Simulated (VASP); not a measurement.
The system is Ag.

```
Ag
1.0
     0.00000    2.04500    2.04500
     2.04500    0.00000    2.04500
     2.04500    2.04500    0.00000
Ag
1
Direct
  0.00000 0.00000 0.00000
```

Base run:

```yaml
Program: VASP 6.6.1
Functional: PBE
Dispersion: D3(BJ)
Potentials_or_basis: VASP PAW PBE potentials, release 64 (Ag)
Cutoff: 500 eV
k_mesh: 14 × 14 × 14
Occupations: gaussian, width 0.05 eV
Spin: no spin polarisation
```

Its results: band gap on the k mesh zero (an odd number of electrons rules out a gap without spin polarisation); pressure -1.6 GPa.

Question: The run is repeated on the same cell with these changes: dispersion from D3(BJ) to none. What comes out?

Answer: Band gap on the k mesh zero (an odd number of electrons rules out a gap without spin polarisation); pressure 4.1 GPa.

Dispersion adds attraction, which lowers the pressure at fixed volume and, as a term added to the energy, leaves the levels alone.

Caveats: the cell stands under pressure (at least some runs).
